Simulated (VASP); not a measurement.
## Cr: single point with PBE

Cr:

```xyz
3
Lattice="1.2474 0.7202 6.6235 -1.2474 0.7202 6.6235 0.0000 -1.4404 6.6235" Properties=species:S:1:pos:R:3 pbc="T T T"
Cr    0.0000    0.0000    0.0000
Cr    0.0000    0.0000    4.4191
Cr    0.0000    0.0000   15.4513
```

| Item | Value |
| --- | --- |
| Program | VASP 6.6.1 |
| Task | single point |
| Functional | PBE |
| Potentials or basis | VASP PAW PBE potentials, release 64 (Cr_pv) |
| Cutoff | 520 eV |
| k mesh | 21 × 21 × 21 |
| Occupations | gaussian, width 0.1 eV |
| Spin | no spin polarisation |

```yaml
Pressure: -0.4 GPa
Band_gap_on_the_k_mesh: zero (bands 18 and 19 overlap by 1.14 eV)
```

Stress tensor (GPa, compression positive):
```
-0.48  0.00  0.00
 0.00 -0.48  0.00
 0.00  0.00 -0.34
```

Levels at points of the mesh, in eV from the Fermi level:
```csv
k point,band 15,band 16,band 17,band 18,band 19,band 20,band 21,band 22
"(0.00, 0.00, 0.00)",-1.13,-0.40,-0.40,-0.31,-0.31,-0.09,-0.09,1.12
```

Run time: 51 min on 1 thread of Intel(R) Xeon(R) 6975P-C (Granite Rapids), with other jobs on the host, peak memory 0.79 GiB.

Caveat: the run has no spin polarisation, though such a crystal can be magnetic. Spin polarisation is off, so any magnetic state and its effect on volume and gap are missing.
